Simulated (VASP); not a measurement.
# YCuSe3 (Pm-3m) in VASP: further runs

The runs below take YCuSe3 through single point, with r2SCAN.

All numbers are computed with VASP 6.6.1; they aren't measurements. Logs are shortened: lines on timing, memory, paths and dates and some standing lists are left out, and cuts for length are marked.

### 1 The cell of the first run

The structure is cubic, space group Pm-3m (No. 221). Conventional cell: a = 4.781 Å, b = 4.781 Å, c = 4.781 Å, α = 90.00°, β = 90.00°, γ = 90.00°. Within 4.4 Å of Y (site symmetry m-3m) lie 12 Se at 3.38 Å and 8 Cu at 4.14 Å. Within 3.2 Å of Cu (site symmetry m-3m) lie 6 Se at 2.39 Å. Within 3.2 Å of Se (site symmetry 4/mmm) lie 2 Cu at 2.39 Å.

### 2 Single point, r2SCAN

File POSCAR:

```
YCuSe3
1.0
    4.7813078359      0.0000000000      0.0000000000
    0.0000000000      4.7813078359      0.0000000000
    0.0000000000      0.0000000000      4.7813078359
Y Cu Se
1 1 3
Direct
    0.0000000000      0.0000000000      0.0000000000
    0.5000000000      0.5000000000      0.5000000000
    0.0000000000      0.5000000000      0.5000000000
    0.5000000000      0.0000000000      0.5000000000
    0.5000000000      0.5000000000      0.0000000000
```

File INCAR.step1:

```
SYSTEM = YCuSe3
ALGO = Normal
EDIFF = 1E-4
ENCUT = 520
GGA = PE
ISMEAR = 0
LASPH = .TRUE.
LCHARG = .FALSE.
LREAL = .FALSE.
LWAVE = .TRUE.
NBANDS = 28
NELM = 60
PREC = Accurate
SIGMA = 0.1
```

File INCAR.step2:

```
SYSTEM = YCuSe3
ALGO = Normal
EDIFF = 1E-7
ENCUT = 520
ISIF = 2
ISMEAR = 0
ISTART = 1
LASPH = .TRUE.
LCHARG = .FALSE.
LMIXTAU = .TRUE.
LREAL = .FALSE.
LWAVE = .FALSE.
METAGGA = R2SCAN
NBANDS = 28
NELM = 60
PREC = Accurate
SIGMA = 0.1
```

File KPOINTS:

```
k-points
0
G
  8 8 8
  0 0 0
```

Potentials or basis: VASP PAW PBE potentials, release 64 (Y_sv, Cu, Se).

The run is started by

```sh
cat potpaw_PBE.64/Y_sv/POTCAR potpaw_PBE.64/Cu/POTCAR potpaw_PBE.64/Se/POTCAR > POTCAR
cp INCAR.step1 INCAR
mpirun -np 1 vasp_std > vasp.out
cp INCAR.step2 INCAR
mpirun -np 1 vasp_std > vasp.out
```

OUTCAR:

```text
SYSTEM = YCuSe3
   EDIFF = 1E-7
   ENCUT = 520
   ISIF = 2
   ISMEAR = 0
   ISTART = 1
   LASPH = .TRUE.
   LREAL = .FALSE.
   METAGGA = R2SCAN
   NELM = 60
   PREC = Accurate

 ion  position               nearest neighbor table
   1  0.000  0.000  0.000-   3 3.38   4 3.38   5 3.38   3 3.38   4 3.38   3 3.38   5 3.38   3 3.38
                             4 3.38   5 3.38   4 3.38   5 3.38
   2  0.500  0.500  0.500-   3 2.39   4 2.39   5 2.39   5 2.39   4 2.39   3 2.39
   3  0.000  0.500  0.500-   2 2.39   2 2.39   1 3.38   1 3.38   1 3.38   1 3.38
   4  0.500  0.000  0.500-   2 2.39   2 2.39   1 3.38   1 3.38   1 3.38   1 3.38
   5  0.500  0.500  0.000-   2 2.39   2 2.39   1 3.38   1 3.38   1 3.38   1 3.38

  LATTYP: Found a simple cubic cell.
 ALAT       =     4.7813078359

  Lattice vectors:

 A1 = (   4.7813078359,   0.0000000000,   0.0000000000)
 A2 = (   0.0000000000,   4.7813078359,   0.0000000000)
 A3 = (   0.0000000000,   0.0000000000,   4.7813078359)

Analysis of symmetry for initial positions (statically):
=====================================================================
 Subroutine PRICEL returns:
 Original cell was already a primitive cell.

 Routine SETGRP: Setting up the symmetry group for a
 simple cubic supercell.

 Subroutine GETGRP returns: Found 48 space group operations
 (whereof 48 operations were pure point group operations)
 out of a pool of 48 trial point group operations.

The static configuration has the point symmetry O_h .

Analysis of symmetry for dynamics (positions and initial velocities):
=====================================================================
 Subroutine PRICEL returns:
 Original cell was already a primitive cell.

 Routine SETGRP: Setting up the symmetry group for a
 simple cubic supercell.

 Subroutine GETGRP returns: Found 48 space group operations
 (whereof 48 operations were pure point group operations)
 out of a pool of 48 trial point group operations.

The dynamic configuration has the point symmetry O_h .

 Subroutine INISYM returns: Found 48 space group operations
 (whereof 48 operations are pure point group operations),
 and found     1 'primitive' translations

----------------------------------------------------------------------------------------

                                     Primitive cell

  volume of cell :     109.3050

  direct lattice vectors                    reciprocal lattice vectors
     4.781307836  0.000000000  0.000000000     0.209147797  0.000000000  0.000000000
     0.000000000  4.781307836  0.000000000     0.000000000  0.209147797  0.000000000
     0.000000000  0.000000000  4.781307836     0.000000000  0.000000000  0.209147797

  length of vectors
     4.781307836  4.781307836  4.781307836     0.209147797  0.209147797  0.209147797

  position of ions in fractional coordinates (direct lattice)
     0.000000000  0.000000000  0.000000000
     0.500000000  0.500000000  0.500000000
     0.000000000  0.500000000  0.500000000
     0.500000000  0.000000000  0.500000000
     0.500000000  0.500000000  0.000000000

  ion indices of the primitive-cell ions
   primitive index   ion index
                 1           1
                 2           2
                 3           3
                 4           4
                 5           5

----------------------------------------------------------------------------------------

 KPOINTS: k-points

Automatic generation of k-mesh.
 Grid dimensions read from file:
 generate k-points for:    8    8    8

 Generating k-lattice:

  Cartesian coordinates                     Fractional coordinates (reciprocal lattice)
     0.026143475  0.000000000  0.000000000     0.125000000  0.000000000  0.000000000
     0.000000000  0.026143475  0.000000000     0.000000000  0.125000000  0.000000000
     0.000000000  0.000000000  0.026143475     0.000000000  0.000000000  0.125000000

  Length of vectors
     0.026143475  0.026143475  0.026143475

  Shift w.r.t. Gamma in fractional coordinates (k-lattice)
     0.000000000  0.000000000  0.000000000

 Subroutine IBZKPT returns following result:
 ===========================================

 Found     35 irreducible k-points:

 Following reciprocal coordinates:
            Coordinates               Weight
  0.000000  0.000000  0.000000      1.000000
  0.125000  0.000000  0.000000      6.000000
  0.250000  0.000000  0.000000      6.000000
  0.375000  0.000000  0.000000      6.000000
  0.500000  0.000000  0.000000      3.000000
  0.125000  0.125000  0.000000     12.000000
[... 16 lines left out ...]
  0.375000  0.375000  0.125000     24.000000
  0.500000  0.375000  0.125000     24.000000
 [... further k-points ...]
   k-points           NKPTS =     35   k-points in BZ     NKDIM =     35   number of bands    NBANDS=     28
   number of dos      NEDOS =    301   number of ions     NIONS =      5
   total plane-waves  NPLWV =  46656
   dimension x,y,z NGX =    36 NGY =   36 NGZ =   36
   dimension x,y,z NGXF=    72 NGYF=   72 NGZF=   72
   ions per type =               1   1   3
   NGX,Y,Z   is equivalent  to a cutoff of  12.52, 12.52, 12.52 a.u.
   NGXF,Y,Z  is equivalent  to a cutoff of  25.03, 25.03, 25.03 a.u.
 SYSTEM =  YCuSe3
   PREC   = accura    normal or accurate (medium, high low for compatibility)
   ISTART =      1    job   : 0-new  1-cont  2-samecut
   ICHARG =      0    charge: 1-file 2-atom 10-const
   ISPIN  =      1    spin polarized calculation?
   LNONCOLLINEAR =      F non collinear calculations
   LSORBIT =      F    spin-orbit coupling
   LASPH  =      T    aspherical Exc in radial PAW
   ENCUT  =  520.0 eV  38.22 Ry    6.18 a.u.   8.89  8.89  8.89*2*pi/ulx,y,z
   NELM   =     60;   NELMIN=  2; NELMDL=  0     # of ELM steps
   EDIFF  = 0.1E-06   stopping-criterion for ELM
   LREAL  =      F    real-space projection
   EDIFFG = 0.1E-05   stopping-criterion for IOM
   NSW    =      0    number of steps for IOM
   IBRION =     -1    ionic relax: 0-MD 1-quasi-New 2-CG
   NFREE  =      0    steps in history (QN), initial steepest desc. (CG)
   ISIF   =      2    stress and relaxation
   ISYM   =      2    0-nonsym 1-usesym 2-fastsym
   POTIM  = 0.5000    time-step for ionic-motion
   TEBEG  =    0.0;   TEEND  =   0.0 temperature during run
   PSTRESS=    0.0 pullay stress
   NELECT =      40.0000    total number of electrons
   NUPDOWN=      -1.0000    fix difference up-down
   EMIN   =  10.00;   EMAX   =-10.00  energy-range for DOS
   EFERMI =   0.00;   METHOD = LEGACY
   ISMEAR =     0;   SIGMA  =   0.10  broadening in eV -4-tet -1-fermi 0-gaus
   EFERMI_NEDOS =   21; number of points for ismear=-14 and -15
   IALGO  =     38    algorithm
   IMIX   =      4    mixing-type and parameters
     AMIX     =   0.40;   BMIX     =  1.00
     AMIX_MAG =   1.60;   BMIX_MAG =  1.00
  volume/ion in A,a.u.               =      21.86       147.53
  Fermi-wavevector in a.u.,A,eV,Ry     =   1.170976  2.212824 18.656113  1.371186
  Thomas-Fermi vector in A             =   2.307427
   LORBIT       =      0    0 simple, 1 ext, 2 COOP (PROOUT), +10 PAW based schemes
   METAGGA = R2SCAN    functional components
   LHFCALC =     F    Hartree Fock is set to
   AEXX    =    0.0000 exact exchange contribution
   IVDW    =     0    specifies the selected vdW correction
   LEPSILON=     F    determine dielectric tensor
   LRPA    =     F    only Hartree local field effects (RPA)
 non-spin polarized calculation
 Gauss-broadening in eV      SIGMA  =   0.10
  energy-cutoff  :      520.00
  volume of cell :      109.31
 maximum number of plane-waves:      3016
 NGX is ok and might be reduce to    36
   NGX = 17   NGY = 17   NGZ = 17

 number of electron      40.0000021 magnetization

 Free energy of the ion-electron system (eV)
  ---------------------------------------------------
  ext. energy  EPLUGINS =         0.00000000
  ---------------------------------------------------
  free energy    TOTEN  =       -77.30470676 eV

  energy without entropy =      -77.29385792  energy(sigma->0) =      -77.29928234

 E-fermi :   4.6413     XC(G=0): -10.6170

 val. band max:        4.6315911837   @ k =   0.5000   0.3750   0.2500
 cond. band min:       4.6453724346   @ k =   0.5000   0.5000   0.0000
 fundamental gap:      0.0137812510
 Fermi energy:         4.6412613317

 k-point     1 :       0.0000    0.0000    0.0000
  band No.  band energies     occupation
      1     -41.2980      2.00000
      2     -20.4806      2.00000
      3     -20.4806      2.00000
      4     -20.4806      2.00000
      5     -10.3460      2.00000
      6      -7.9380      2.00000
[... 20 lines left out ...]
     27       6.2013      0.00000
     28       8.6938      0.00000

 k-point     2 :       0.1250    0.0000    0.0000
  band No.  band energies     occupation
      1     -41.2980      2.00000
      2     -20.4830      2.00000
      3     -20.4804      2.00000
      4     -20.4804      2.00000
      5     -10.2759      2.00000
      6      -8.0235      2.00000
[... 20 lines left out ...]
     27       6.4872      0.00000
     28       9.2014      0.00000

 k-point     3 :       0.2500    0.0000    0.0000
  band No.  band energies     occupation
      1     -41.2979      2.00000
      2     -20.4887      2.00000
      3     -20.4798      2.00000
      4     -20.4798      2.00000
      5     -10.0786      2.00000
      6      -8.2615      2.00000
[... 20 lines left out ...]
     27       7.1733      0.00000
     28      10.2820      0.00000

 k-point     4 :       0.3750    0.0000    0.0000
  band No.  band energies     occupation
      1     -41.2977      2.00000
      2     -20.4945      2.00000
      3     -20.4792      2.00000
      4     -20.4792      2.00000
      5      -9.8060      2.00000
      6      -8.5788      2.00000
[... 578 lines left out ...]
     27       9.4316      0.00000
     28      10.6188      0.00000

 k-point    23 :       0.3750    0.3750    0.1250
  band No.  band energies     occupation
      1     -41.2974      2.00000
      2     -20.4916      2.00000
      3     -20.4912      2.00000
      4     -20.4798      2.00000
      5      -9.2603      2.00000
      6      -8.5296      2.00000
[... 20 lines left out ...]
     27       9.3593      0.00000
     28      10.1690      0.00000

 k-point    24 :       0.5000    0.3750    0.1250
  band No.  band energies     occupation
      1     -41.2974      2.00000
      2     -20.4935      2.00000
      3     -20.4910      2.00000
      4     -20.4795      2.00000
      5      -9.0893      2.00000
      6      -8.6370      2.00000
[... 20 lines left out ...]
     27       9.1036      0.00000
     28      11.0684      0.00000

 [... further k-points ...]
[... 5 lines left out ...]
  --------------------------------------------------------------------------------------
  -------------------------------------------------------------------------------------
  Total        0.0295923      0.0295923      0.0295923      0.0000000      0.0000000      0.0000000
  in kB        0.4337592      0.4337592      0.4337592      0.0000000      0.0000000      0.0000000
  external PRESSURE =       0.4337592 kB  Pullay stress =       0.0000000 kB

 VOLUME and BASIS-vectors are now :
 -----------------------------------------------------------------------------
  energy-cutoff  :      520.00
  volume of cell :      109.31
      direct lattice vectors                 reciprocal lattice vectors
     4.781307836  0.000000000  0.000000000     0.209147797  0.000000000  0.000000000
     0.000000000  4.781307836  0.000000000     0.000000000  0.209147797  0.000000000
     0.000000000  0.000000000  4.781307836     0.000000000  0.000000000  0.209147797

 POSITION                                       TOTAL-FORCE (eV/Angst)
 -----------------------------------------------------------------------------------
      0.00000      0.00000      0.00000         0.000000      0.000000      0.000000
      2.39065      2.39065      2.39065         0.000000      0.000000      0.000000
      0.00000      2.39065      2.39065         0.000000      0.000000      0.000000
      2.39065      0.00000      2.39065         0.000000      0.000000      0.000000
      2.39065      2.39065      0.00000         0.000000      0.000000      0.000000
 -----------------------------------------------------------------------------------
    total drift:                                0.000000      0.000000      0.000000

  FREE ENERGIE OF THE ION-ELECTRON SYSTEM (eV)
  ---------------------------------------------------
  free  energy   TOTEN  =       -77.3047067628 eV

  energy  without entropy=      -77.2938579159  energy(sigma->0) =      -77.29928234
```

Run time: 5.5 min. Hardware: 1 thread of Intel Xeon Platinum 8259CL at 2.50GHz (Skylake/Cascade Lake), shared host; peak memory 0.3 GiB.

Results:

```yaml
Free_energy: -77.3047 eV
Pressure: 0.0 GPa
Band_gap_on_the_k_mesh: zero (bands 20 and 21 overlap by 2.47 eV)
```

Caveat: the PAW data sets were made with another functional, which shifts forces and pressure a little.

[end of part 1 of 2]

The gap in the log of VASP goes by the Fermi energy; the results here count the filled bands.